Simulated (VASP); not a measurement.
Here is a VASP 6.6.1 calculation.

The input POSCAR:

```
BaTiO3
1.0
    2.8190061795      1.6275539766      2.3098702397
   -2.8190061795      1.6275539766      2.3098702397
    0.0000000000     -3.2551079532      2.3098702396
Ba Ti O
1 1 3
Direct
   -0.0002479000     -0.0002479000     -0.0002479000
    0.5113630485      0.5113630485      0.5113630485
    0.4890185941      0.9819486633      0.4890185941
    0.4890185941      0.4890185941      0.9819486633
    0.9819486633      0.4890185941      0.4890185941
```

Contents of INCAR.step1:

```
PREC = Accurate
ENCUT = 520
ISMEAR = 0
SIGMA = 0.02
LREAL = False
LASPH = True
NELM = 80
NBANDS = 28
GGA = PE
ALGO = Normal
EDIFF = 1E-4
LWAVE = True
LCHARG = False
```

Contents of INCAR.step2:

```
PREC = Accurate
ENCUT = 520
EDIFF = 1E-6
ISMEAR = 0
SIGMA = 0.02
LREAL = False
LASPH = True
NELM = 80
ALGO = Normal
ISIF = 2
LWAVE = False
LCHARG = False
METAGGA = R2SCAN
LMIXTAU = True
NBANDS = 28
ISTART = 1
```

Contents of KPOINTS:

```
Automatic mesh
0
Gamma
  6 6 6
```

Potentials or basis: VASP PAW PBE potentials, release 64 (Ba_sv, Ti_sv, O).

The run is started by

```console
$ cat potpaw_PBE.64/Ba_sv/POTCAR potpaw_PBE.64/Ti_sv/POTCAR potpaw_PBE.64/O/POTCAR > POTCAR
$ cp INCAR.step1 INCAR
$ mpirun -np 1 vasp_std > vasp.out
$ cp INCAR.step2 INCAR
$ mpirun -np 1 vasp_std > vasp.out
```

(1) What does it give for the band gap on the k mesh?

(2) Estimate the largest force.

Answers

(1) 2.69 eV (least direct gap 3.06 eV).

(2) 0.152 eV/Å.

Caveat: the PAW data sets were made with another functional, which shifts forces and pressure a little; spin-orbit coupling is left out, which moves the levels of the heavy elements.
